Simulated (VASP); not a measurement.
Sb: single point with PBE

The system is Sb.

```
CELL_PARAMETERS angstrom
2.60267 0.00000 0.00000
0.00000 2.60267 0.00000
0.00000 0.00000 2.60267
ATOMIC_POSITIONS crystal
Sb 0.00000 0.00000 0.00000
```

```yaml
Program: VASP 6.6.1
Task: single point
Functional: PBE
Potentials_or_basis: VASP PAW PBE potentials, release 64 (Sb)
Cutoff: 520 eV
k_mesh: 15 × 15 × 15
Occupations: fermi-dirac, width 0.08 eV
Spin: no spin polarisation
```

| Quantity | Value |
| --- | --- |
| Pressure | 102.1 GPa |

Levels at points of the mesh, in eV from the Fermi level:
| k point | band 1 | band 2 | band 3 | band 4 | band 5 | band 6 |
| --- | --- | --- | --- | --- | --- | --- |
| (0.00, 0.00, 0.00) | -17.99 | 4.32 | 4.32 | 4.32 | 7.55 | 7.55 |

Wall time 7.9 s on 1 thread of Intel(R) Xeon(R) Platinum 8488C (Sapphire Rapids), on a shared host, peak memory 0.13 GiB.

Caveat: spin-orbit coupling is left out, which moves the levels of the heavy elements.
